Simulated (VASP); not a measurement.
Input of a VASP 6.6.1 run:

File INCAR:

```
SYSTEM = Pb
PREC     = Accurate       ! precision mode
ENCUT    = 500            ! plane-wave cutoff, eV
EDIFF    = 1E-6           ! SCF threshold, eV
ISMEAR   = -1             ! smearing method
SIGMA    = 0.1            ! smearing width, eV
LREAL    = .FALSE.        ! projectors in reciprocal space
LASPH    = .TRUE.         ! aspherical terms in the spheres
NELM     = 120            ! most SCF steps
ALGO     = Normal         ! electronic algorithm
ISIF     = 2              ! what is computed and relaxed
LWAVE    = .FALSE.        ! write WAVECAR
LCHARG   = .TRUE.         ! write CHGCAR
GGA      = PE             ! functional
LELF     = .TRUE.         ! ELF
LVHAR    = .TRUE.       
NBANDS   = 21             ! bands
GGA_COMPAT= .FALSE.
```

The input KPOINTS:

```
Automatic mesh
0
G
  6 6 4
  0 0 0
```

The input POSCAR:

```
Pb
1.0
    3.0386068135     -1.7503199600      0.0000000000
    3.0386068135      1.7503199600      0.0000000000
   -2.1154626375      0.0000000000      6.0952248674
Pb
2
Direct
    0.0914915900      0.0914915900      0.2737078000
    0.9085084100      0.9085084100      0.7262922000
```

Potentials or basis: VASP PAW PBE potentials, release 64 (Pb_d).

Run with:

```bash
$ cat potpaw_PBE.64/Pb_d/POTCAR > POTCAR
$ mpirun -np 1 vasp_std > vasp.out
```

Question: Predict the band gap on the k mesh.

Answer: Zero (bands 14 and 15 overlap by 7.61 eV).

Question: Predict the largest force.

Answer: 0.180 eV/Å.

Question: What does it give for the pressure?

Answer: 1.3 GPa.

Stress tensor (GPa, compression positive):
```
 0.44  0.00 -0.09
 0.00  0.63  0.00
-0.09  0.00  2.72
```

Caveat: spin-orbit coupling is left out, which moves the levels of the heavy elements.
